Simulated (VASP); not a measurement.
Here is a VASP 6.6.1 calculation.

Contents of INCAR:

```
PREC = Accurate
ENCUT = 520
EDIFF = 1E-6
ISMEAR = 0
SIGMA = 0.15
LREAL = F
LASPH = T
NELM = 100
ALGO = Normal
ISIF = 2
LWAVE = F
LCHARG = F
GGA = PS
NBANDS = 18
```

Contents of KPOINTS:

```
Automatic mesh
0
Gamma
  14 14 14
```

The input POSCAR:

```
CdAg
1.0
    3.3300000000      0.0000000000      0.0000000000
    0.0000000000      3.3300000000      0.0000000000
    0.0000000000      0.0000000000      3.3300000000
Cd Ag
1 1
Direct
    0.5000000000      0.5000000000      0.5000000000
    0.0000000000      0.0000000000      0.0000000000
```

Potentials or basis: VASP PAW PBE potentials, release 64 (Cd, Ag).

Run with:

```console
$ cat potpaw_PBE.64/Cd/POTCAR potpaw_PBE.64/Ag/POTCAR > POTCAR
$ mpirun -np 1 vasp_std > vasp.out
```

Question: Estimate the pressure.

Answer: -1.5 GPa.

Caveat: the PAW data sets were made with another functional, which shifts forces and pressure a little.
